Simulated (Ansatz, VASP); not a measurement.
Cd in VASP and in Ansatz

File INCAR:

```
ALGO = Normal ; EDIFF = 1E-7
ENCUT = 520 ; GGA = PS
ISIF = 2 ; ISMEAR = -1
LASPH = T ; LCHARG = T
LELF = T ; LREAL = F
LVHAR = T ; LWAVE = F
NBANDS = 19 ; NELM = 60
PREC = Accurate ; SIGMA = 0.1
```

The input KPOINTS:

```
k-points
0
Gamma
  10 10 10
```

Contents of POSCAR:

```
Cd
1.0
    0.0000000000      3.3045432448      3.3045432448
    3.3045432448      0.0000000000      3.3045432448
    3.3045432448      3.3045432448      0.0000000000
Cd
2
Direct
    0.1250000000      0.1250000000      0.1250000000
    0.8750000000      0.8750000000      0.8750000000
```

Input for Ansatz:

```yaml
crystal:
  lattice:
    - [0.0, 3.3045432448, 3.3045432448]
    - [3.3045432448, 0.0, 3.3045432448]
    - [3.3045432448, 3.3045432448, 0.0]
  atoms:
    - { symbol: Cd, position: [0.125, 0.125, 0.125] }
    - { symbol: Cd, position: [0.875, 0.875, 0.875] }
hamiltonian:
  xc: pbesol
  pseudopotentials:
    kind: paw
    azcp:
      Cd: "pseudopotentials/Cd.paw.azcp"
basis:
  ecutwfc: 420
  fft_grid_basis: typed
kpoints:
  mp_grid: { grid: [10, 10, 10], shift: [0, 0, 0] }
magnetization:
  spin_polarized: false
scf:
  occupations: { method: fermi_dirac, width: 0.1 }
  lower_state_search: "off"
output:
  stress: true
  write_density: true
  write_potential: true
  elf: true
  volumetric_format: npy
```

Alike in both runs: task single point; functional PBEsol; k mesh 10 × 10 × 10; occupations fermi-dirac, width 0.1 eV; no spin polarisation.

|  | VASP | Ansatz |
| --- | --- | --- |
| version | VASP 6.6.1 | Ansatz 0.2.0 |
| potentials or method | VASP PAW PBE potentials, release 64 (Cd), cutoff 520 eV | plane waves (420 eV) with PAW, scalar-relativistic |
| valence electrons in the cell | 24 | 40 |

```tsv
	VASP	Ansatz	Ansatz less VASP
pressure (GPa)	-1.1	-1.3	-0.16
```

VASP's potentials were made for PBE, not for PBEsol, and Ansatz warns of the same on its side. VASP's potentials hold 24 valence electrons a cell and Ansatz's 40, so a difference there can come from the potentials and not from the codes.
